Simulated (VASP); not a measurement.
# TaN (I4/mmm) in VASP: notebook

The runs below take TaN through single point, with PBE.

Program: VASP 6.6.1. These are calculated values, not measurements. Logs are shortened: lines on timing, memory, paths and dates and some standing lists are left out, and cuts for length are marked.

**1. The cell of the first run**

It takes space group I4/mmm (No. 139, tetragonal). Conventional cell: a = 3.082 Å, b = 3.082 Å, c = 4.184 Å, α = 90.00°, β = 90.00°, γ = 90.00°. Ta (site symmetry 4/mmm) has 6 N at 2.09 to 2.18 Å within 2.8 Å. Within 2.8 Å of N (site symmetry 4/mmm) lie 6 Ta at 2.09 to 2.18 Å.

**2. Single point, PBE (strain +0.000 along x and y, -0.040 along z)**

INCAR reads:

```
  PREC = Accurate
  ENCUT = 600
  EDIFF = 1E-6
  ISMEAR = 0
  SIGMA = 0.15
  LREAL = False
  LASPH = True
  NELM = 120
  ALGO = Normal
  ISIF = 2
  LWAVE = False
  LCHARG = False
  GGA = PE
  NBANDS = 15
  GGA_COMPAT = False
```

KPOINTS reads:

```
Automatic mesh
0
Gamma
  18 18 18
```

POSCAR reads:

```
TaN
1.0
    0.0000000000      2.1790000000      2.0918400000
    2.1790000000      0.0000000000      2.0918400000
    2.1790000000      2.1790000000      0.0000000000
Ta N
1 1
Direct
    0.5000000000      0.5000000000      0.5000000000
    0.0000000000      0.0000000000      0.0000000000
```

Potentials or basis: VASP PAW PBE potentials, release 64 (Ta_pv, N).

Started as:

```
$ cat potpaw_PBE.64/Ta_pv/POTCAR potpaw_PBE.64/N/POTCAR > POTCAR
$ mpirun -np 1 vasp_std > vasp.out
```

OUTCAR:

```text
PREC = Accurate
   ENCUT = 600
   EDIFF = 1E-6
   ISMEAR = 0
   LREAL = False
   LASPH = True
   NELM = 120
   ISIF = 2
   GGA = PE

 ion  position               nearest neighbor table
   1  0.500  0.500  0.500-   2 2.09   2 2.09   2 2.18   2 2.18   2 2.18   2 2.18
   2  0.000  0.000  0.000-   1 2.09   1 2.09   1 2.18   1 2.18   1 2.18   1 2.18

  LATTYP: Found a body centered tetragonal cell.
 ALAT       =     3.0815713524
 C/A-ratio  =     1.3576450199

  Lattice vectors:

 A1 = (   0.0000000000,  -2.1790000000,  -2.0918400000)
 A2 = (   0.0000000000,   2.1790000000,  -2.0918400000)
 A3 = (   2.1790000000,   0.0000000000,   2.0918400000)

Analysis of symmetry for initial positions (statically):
=====================================================================
 Subroutine PRICEL returns:
 Original cell was already a primitive cell.

 Routine SETGRP: Setting up the symmetry group for a
 body centered tetragonal supercell.

 Subroutine GETGRP returns: Found 16 space group operations
 (whereof 16 operations were pure point group operations)
 out of a pool of 16 trial point group operations.

The static configuration has the point symmetry D_4h.

Analysis of symmetry for dynamics (positions and initial velocities):
=====================================================================
 Subroutine PRICEL returns:
 Original cell was already a primitive cell.

 Routine SETGRP: Setting up the symmetry group for a
 body centered tetragonal supercell.

 Subroutine GETGRP returns: Found 16 space group operations
 (whereof 16 operations were pure point group operations)
 out of a pool of 16 trial point group operations.

The dynamic configuration has the point symmetry D_4h.

 Subroutine INISYM returns: Found 16 space group operations
 (whereof 16 operations are pure point group operations),
 and found     1 'primitive' translations

----------------------------------------------------------------------------------------

                                     Primitive cell

  volume of cell :      19.8643

  direct lattice vectors                    reciprocal lattice vectors
     0.000000000  2.179000000  2.091840000    -0.229463056  0.229463056  0.239024017
     2.179000000  0.000000000  2.091840000     0.229463056 -0.229463056  0.239024017
     2.179000000  2.179000000  0.000000000     0.229463056  0.229463056 -0.239024017

  length of vectors
     3.020568752  3.020568752  3.081571352     0.403037305  0.403037305  0.403037305

  position of ions in fractional coordinates (direct lattice)
     0.500000000  0.500000000  0.500000000
     0.000000000  0.000000000  0.000000000

  ion indices of the primitive-cell ions
   primitive index   ion index
                 1           1
                 2           2

----------------------------------------------------------------------------------------

 KPOINTS: Automatic mesh

Automatic generation of k-mesh.
 Grid dimensions read from file:
 generate k-points for:   18   18   18

 Generating k-lattice:

  Cartesian coordinates                     Fractional coordinates (reciprocal lattice)
    -0.012747948  0.012747948  0.013279112     0.055555556 -0.000000000  0.000000000
     0.012747948 -0.012747948  0.013279112    -0.000000000  0.055555556  0.000000000
     0.012747948  0.012747948 -0.013279112     0.000000000  0.000000000  0.055555556

  Length of vectors
     0.022390961  0.022390961  0.022390961

  Shift w.r.t. Gamma in fractional coordinates (k-lattice)
     0.000000000  0.000000000  0.000000000

 Subroutine IBZKPT returns following result:
 ===========================================

 Found    480 irreducible k-points:

 Following reciprocal coordinates:
            Coordinates               Weight
  0.000000  0.000000  0.000000      1.000000
  0.055556  0.000000  0.000000      8.000000
  0.111111  0.000000  0.000000      8.000000
  0.166667  0.000000  0.000000      8.000000
  0.222222  0.000000  0.000000      8.000000
  0.277778  0.000000  0.000000      8.000000
[... 16 lines left out ...]
 -0.277778  0.055556  0.000000      8.000000
 -0.222222  0.055556  0.000000      8.000000
 [... further k-points ...]
   k-points           NKPTS =    480   k-points in BZ     NKDIM =    480   number of bands    NBANDS=     15
   number of dos      NEDOS =    301   number of ions     NIONS =      2
   total plane-waves  NPLWV =  16128
   dimension x,y,z NGX =    24 NGY =   24 NGZ =   28
   dimension x,y,z NGXF=    48 NGYF=   48 NGZF=   56
   ions per type =               1   1
   NGX,Y,Z   is equivalent  to a cutoff of  13.21, 13.21, 15.11 a.u.
   NGXF,Y,Z  is equivalent  to a cutoff of  26.42, 26.42, 30.21 a.u.
 SYSTEM =  unknown system
   PREC   = accura    normal or accurate (medium, high low for compatibility)
   ISTART =      0    job   : 0-new  1-cont  2-samecut
   ICHARG =      2    charge: 1-file 2-atom 10-const
   ISPIN  =      1    spin polarized calculation?
   LNONCOLLINEAR =      F non collinear calculations
   LSORBIT =      F    spin-orbit coupling
   LASPH  =      T    aspherical Exc in radial PAW
   ENCUT  =  600.0 eV  44.10 Ry    6.64 a.u.   6.03  6.03  6.15*2*pi/ulx,y,z
   NELM   =    120;   NELMIN=  2; NELMDL= -5     # of ELM steps
   EDIFF  = 0.1E-05   stopping-criterion for ELM
   LREAL  =      F    real-space projection
   EDIFFG = 0.1E-04   stopping-criterion for IOM
   NSW    =      0    number of steps for IOM
   IBRION =     -1    ionic relax: 0-MD 1-quasi-New 2-CG
   NFREE  =      0    steps in history (QN), initial steepest desc. (CG)
   ISIF   =      2    stress and relaxation
   ISYM   =      2    0-nonsym 1-usesym 2-fastsym
   POTIM  = 0.5000    time-step for ionic-motion
   TEBEG  =    0.0;   TEEND  =   0.0 temperature during run
   PSTRESS=    0.0 pullay stress
   NELECT =      16.0000    total number of electrons
   NUPDOWN=      -1.0000    fix difference up-down
   EMIN   =  10.00;   EMAX   =-10.00  energy-range for DOS
   EFERMI =   0.00;   METHOD = LEGACY
   ISMEAR =     0;   SIGMA  =   0.15  broadening in eV -4-tet -1-fermi 0-gaus
   EFERMI_NEDOS =   21; number of points for ismear=-14 and -15
   IALGO  =     38    algorithm
   IMIX   =      4    mixing-type and parameters
     AMIX     =   0.40;   BMIX     =  1.00
     AMIX_MAG =   1.60;   BMIX_MAG =  1.00
  volume/ion in A,a.u.               =       9.93        67.03
  Fermi-wavevector in a.u.,A,eV,Ry     =   1.523201  2.878432 31.567434  2.320141
  Thomas-Fermi vector in A             =   2.631676
   LORBIT       =      0    0 simple, 1 ext, 2 COOP (PROOUT), +10 PAW based schemes
   GGA     = PE    functional components
   LHFCALC =     F    Hartree Fock is set to
   AEXX    =    0.0000 exact exchange contribution
   IVDW    =     0    specifies the selected vdW correction
   LEPSILON=     F    determine dielectric tensor
   LRPA    =     F    only Hartree local field effects (RPA)
 non-spin polarized calculation
 Gauss-broadening in eV      SIGMA  =   0.15
  energy-cutoff  :      600.00
  volume of cell :       19.86
 maximum number of plane-waves:       680
   NGX = 13   NGY = 13   NGZ = 13

 number of electron      15.9999999 magnetization

 Free energy of the ion-electron system (eV)
  ---------------------------------------------------
  ext. energy  EPLUGINS =         0.00000000
  ---------------------------------------------------
  free energy    TOTEN  =       -21.60593366 eV

  energy without entropy =      -21.59765515  energy(sigma->0) =      -21.60179440

 E-fermi :  10.3423     XC(G=0): -13.8160

 val. band max:       10.3357997324   @ k =  -0.3333   0.2778   0.0556
 cond. band min:      10.3456742085   @ k =  -0.2778   0.3333   0.0556
 fundamental gap:      0.0098744760
 Fermi energy:        10.3422869151

 k-point     1 :       0.0000    0.0000    0.0000
  band No.  band energies     occupation
      1     -25.3024      2.00000
      2     -25.3024      2.00000
      3     -25.2923      2.00000
      4      -9.1047      2.00000
      5       6.2283      2.00000
      6       6.2283      2.00000
      7       6.4811      2.00000
      8       7.8718      2.00000
      9       7.8718      2.00000
     10       8.3931      2.00000
     11      10.1038      1.97544
     12      10.3769      0.74435
     13      12.8616      0.00000
     14      19.7872      0.00000
     15      22.8732      0.00000

 k-point     2 :       0.0556    0.0000    0.0000
  band No.  band energies     occupation
      1     -25.3360      2.00000
      2     -25.3065      2.00000
      3     -25.2975      2.00000
      4      -9.0178      2.00000
      5       5.8206      2.00000
      6       5.9145      2.00000
      7       6.1440      2.00000
      8       8.0334      2.00000
      9       8.0867      2.00000
     10       8.5167      2.00000
     11      10.4404      0.35510
     12      10.7261      0.00030
     13      13.0981      0.00000
     14      20.0439      0.00000
     15      22.8731      0.00000

 k-point     3 :       0.1111    0.0000    0.0000
  band No.  band energies     occupation
      1     -25.4401      2.00000
      2     -25.3185      2.00000
      3     -25.3040      2.00000
      4      -8.7652      2.00000
      5       4.9207      2.00000
      6       5.2547      2.00000
      7       5.4598      2.00000
      8       8.3956      2.00000
      9       8.4622      2.00000
     10       8.7759      2.00000
     11      11.2835      0.00000
     12      11.5894      0.00000
     13      13.7302      0.00000
     14      20.7696      0.00000
     15      22.8728      0.00000

 k-point     4 :       0.1667    0.0000    0.0000
  band No.  band energies     occupation
      1     -25.5963      2.00000
      2     -25.3367      2.00000
      3     -25.3132      2.00000
      4      -8.3702      2.00000
      5       3.8706      2.00000
      6       4.5346      2.00000
      7       4.7059      2.00000
      8       8.8727      2.00000
      9       8.8977      2.00000
     10       9.1246      2.00000
     11      12.3837      0.00000
     12      12.6916      0.00000
     13      14.5932      0.00000
     14      21.8222      0.00000
     15      22.8723      0.00000
[... 307 lines left out ...]
 k-point    22 :      -0.3333    0.0556    0.0000
  band No.  band energies     occupation
      1     -26.1782      2.00000
      2     -25.4018      2.00000
      3     -25.3906      2.00000
      4      -6.5982      2.00000
      5       0.6343      2.00000
      6       2.6296      2.00000
      7       3.0367      2.00000
      8      10.4059      0.54838
      9      10.9479      0.00000
     10      11.8231      0.00000
     11      15.8723      0.00000
     12      16.6892      0.00000
     13      16.8741      0.00000
     14      22.7300      0.00000
     15      23.0219      0.00000

 k-point    23 :      -0.2778    0.0556    0.0000
  band No.  band energies     occupation
      1     -26.0167      2.00000
      2     -25.3824      2.00000
      3     -25.3777      2.00000
      4      -7.1490      2.00000
      5       1.4387      2.00000
      6       3.0067      2.00000
      7       3.5432      2.00000
      8       9.7462      2.00000
      9      10.1303      1.95435
     10      11.2195      0.00000
     11      15.4144      0.00000
     12      15.7979      0.00000
     13      15.8259      0.00000
     14      22.8462      0.00000
     15      23.3490      0.00000

 k-point    24 :      -0.2222    0.0556    0.0000
  band No.  band energies     occupation
      1     -25.8335      2.00000
      2     -25.3701      2.00000
      3     -25.3534      2.00000
      4      -7.7019      2.00000
      5       2.3487      2.00000
      6       3.5045      2.00000
      7       4.1473      2.00000
      8       9.2391      2.00000
      9       9.3815      2.00000
     10      10.5681      0.03326
     11      14.1728      0.00000
     12      14.6490      0.00000
     13      15.2348      0.00000
     14      22.8638      0.00000
     15      23.2629      0.00000

 [... further k-points ...]
[... 5 lines left out ...]
  --------------------------------------------------------------------------------------
  -------------------------------------------------------------------------------------
  Total        2.7840663      2.7840663      7.3849336      0.0000000      0.0000000     -0.0000000
  in kB      224.5521603    224.5521603    595.6405529      0.0000000      0.0000000     -0.0000000
  external PRESSURE =     348.2482912 kB  Pullay stress =       0.0000000 kB

 VOLUME and BASIS-vectors are now :
 -----------------------------------------------------------------------------
  energy-cutoff  :      600.00
  volume of cell :       19.86
      direct lattice vectors                 reciprocal lattice vectors
     0.000000000  2.179000000  2.091840000    -0.229463056  0.229463056  0.239024017
     2.179000000  0.000000000  2.091840000     0.229463056 -0.229463056  0.239024017
     2.179000000  2.179000000  0.000000000     0.229463056  0.229463056 -0.239024017

 POSITION                                       TOTAL-FORCE (eV/Angst)
 -----------------------------------------------------------------------------------
      2.17900      2.17900      2.09184         0.000000      0.000000      0.000000
      0.00000      0.00000      0.00000         0.000000      0.000000      0.000000
 -----------------------------------------------------------------------------------
    total drift:                                0.000000     -0.000000     -0.000000

  FREE ENERGIE OF THE ION-ELECTRON SYSTEM (eV)
  ---------------------------------------------------
  free  energy   TOTEN  =       -21.6059336564 eV

  energy  without entropy=      -21.5976551492  energy(sigma->0) =      -21.60179440
```

Wall time 63 s (1 thread of Intel Xeon Platinum 8559C (Emerald Rapids), shared host); peak memory 0.29 GiB.

Results:

```yaml
Free_energy: -21.6059 eV
Pressure: 34.8 GPa
Band_gap_on_the_k_mesh: zero (bands 8 and 9 overlap by 4.37 eV)
```

Caveat: the cell differs from its parent crystal (strain +0.000 along x and y, -0.040 along z); the cell stands under pressure; spin-orbit coupling is left out, which moves the levels of the heavy elements.

**3. Single point, PBE (strain -0.040 along x and y, +0.040 along z)**

INCAR reads:

```
PREC = Accurate ; ENCUT = 600
EDIFF = 1E-6 ; ISMEAR = 0
SIGMA = 0.15 ; LREAL = False
LASPH = True ; NELM = 120
ALGO = Normal ; ISIF = 2
LWAVE = False ; LCHARG = True
GGA = PE ; LELF = True
LVHAR = True ; NBANDS = 15
GGA_COMPAT = False
```

KPOINTS is that of step 2.

POSCAR reads:

```
TaN
1.0
    0.0000000000      2.0918400000      2.2661600000
    2.0918400000      0.0000000000      2.2661600000
    2.0918400000      2.0918400000      0.0000000000
Ta N
1 1
Direct
    0.5000000000      0.5000000000      0.5000000000
    0.0000000000      0.0000000000      0.0000000000
```

Potentials or basis: VASP PAW PBE potentials, release 64 (Ta_pv, N).

Started as:

```
$ cat potpaw_PBE.64/Ta_pv/POTCAR potpaw_PBE.64/N/POTCAR > POTCAR
$ mpirun -np 1 vasp_std > vasp.out
```

Run time: 2.2 min. Hardware: 1 thread of Intel Xeon Platinum 8559C (Emerald Rapids), shared host; peak memory 0.3 GiB.

Results (log left out):

* Free energy: -21.4660 eV
* Pressure: 40.4 GPa
* Band gap on the k mesh: zero (bands 8 and 9 overlap by 4.07 eV)

Stress tensor (GPa, compression positive):
```
57.86  0.00  0.00
 0.00 57.86  0.00
 0.00  0.00  5.46
```

Levels at points of the mesh, in eV from the Fermi level:
```csv
k point,band 4,band 5,band 6,band 7,band 8,band 9,band 10,band 11,band 12,band 13
"(0.00, 0.00, 0.00)",-19.44,-4.26,-3.86,-3.86,-2.95,-1.86,-1.86,-1.18,0.73,3.03
"(0.50, 0.00, 0.00)",-15.89,-10.94,-8.18,-8.11,1.97,2.26,2.67,4.02,6.96,9.47
"(0.50, 0.50, 0.00)",-18.25,-7.29,-5.84,-4.49,-4.49,2.39,3.95,3.95,5.10,7.67
"(0.50, 0.00, 0.50)",-18.19,-6.39,-5.93,-5.06,-4.68,2.07,3.31,4.63,5.88,8.07
```

Caveat: the cell differs from its parent crystal (strain -0.040 along x and y, +0.040 along z); the cell stands under pressure; spin-orbit coupling is left out, which moves the levels of the heavy elements.

**4. Single point, PBE (strain +0.000 along x and y, +0.040 along z)**

INCAR reads:

```
ALGO     = Normal         # electronic algorithm
EDIFF    = 1E-6           # SCF threshold, eV
ENCUT    = 600            # plane-wave cutoff, eV
GGA      = PE             # functional
GGA_COMPAT= F            
ISIF     = 2              # what is computed and relaxed
ISMEAR   = 0              # smearing method
LASPH    = T              # aspherical terms in the spheres
LCHARG   = F              # write CHGCAR
LREAL    = F              # projectors in reciprocal space
LWAVE    = F              # write WAVECAR
NBANDS   = 15             # bands
NELM     = 120            # most SCF steps
PREC     = Accurate       # precision mode
SIGMA    = 0.15           # smearing width, eV
```

KPOINTS reads:

```
k-points
0
Gamma
  18 18 18
```

POSCAR reads:

```
TaN
1.0
    0.0000000000      2.1790000000      2.2661600000
    2.1790000000      0.0000000000      2.2661600000
    2.1790000000      2.1790000000      0.0000000000
Ta N
1 1
Direct
    0.5000000000      0.5000000000      0.5000000000
    0.0000000000      0.0000000000      0.0000000000
```

Started as:

```
$ cat potpaw_PBE.64/Ta_pv/POTCAR potpaw_PBE.64/N/POTCAR > POTCAR
$ mpirun -np 1 vasp_std > vasp.out
```

Wall time 2.2 min (1 thread of Intel Xeon Platinum 8559C (Emerald Rapids), shared host); peak memory 0.32 GiB.

Results (log left out):

```
Free energy            : -21.7977 eV
Pressure               : 2.4 GPa
Band gap on the k mesh : zero (bands 8 and 9 overlap by 3.69 eV)
```

Stress tensor (GPa, compression positive):
```
  8.84   0.00   0.00
  0.00   8.84   0.00
  0.00   0.00 -10.58
```

Levels at points of the mesh, in eV from the Fermi level:
| k point | band 5 | band 6 | band 7 | band 8 | band 9 | band 10 | band 11 | band 12 |
| --- | --- | --- | --- | --- | --- | --- | --- | --- |
| (0.00, 0.00, 0.00) | -3.90 | -3.75 | -3.75 | -2.38 | -1.91 | -1.91 | -0.48 | 0.33 |
| (0.50, 0.00, 0.00) | -10.28 | -7.52 | -7.50 | 1.75 | 1.90 | 2.10 | 3.76 | 6.83 |
| (0.50, 0.50, 0.00) | -6.87 | -5.34 | -4.49 | -4.49 | 2.07 | 3.46 | 3.46 | 4.33 |
| (0.50, 0.00, 0.50) | -6.49 | -5.40 | -4.74 | -4.61 | 1.99 | 3.20 | 3.75 | 4.56 |

Caveat: the cell differs from its parent crystal (strain +0.000 along x and y, +0.040 along z); spin-orbit coupling is left out, which moves the levels of the heavy elements.

**5. The runs side by side**

| cell | gap on the mesh (eV) | pressure (GPa) |
| --- | --- | --- |
| a = 3.021, b = 3.021, c = 3.082 Å, angles 59.3, 59.3, 61.3°, 2 atoms | none | 34.8 |
| a = 3.084, b = 3.084, c = 2.958 Å, angles 61.3, 61.3, 57.3°, 2 atoms | none | 40.4 |
| a = 3.144, b = 3.144, c = 3.082 Å, angles 60.7, 60.7, 58.7°, 2 atoms | none | 2.4 |

Alike in all rows: task single point; level PBE; potentials or basis VASP PAW PBE potentials, release 64 (Ta_pv, N); no spin polarisation; k mesh 18 × 18 × 18; cutoff (eV) 600; smearing gaussian 0.15 eV.

Caveats: spin-orbit coupling is left out, which moves the levels of the heavy elements; the cell stands under pressure (at least some runs).

Total energies depend on the potentials used, so only differences within one code and one set of settings carry meaning.
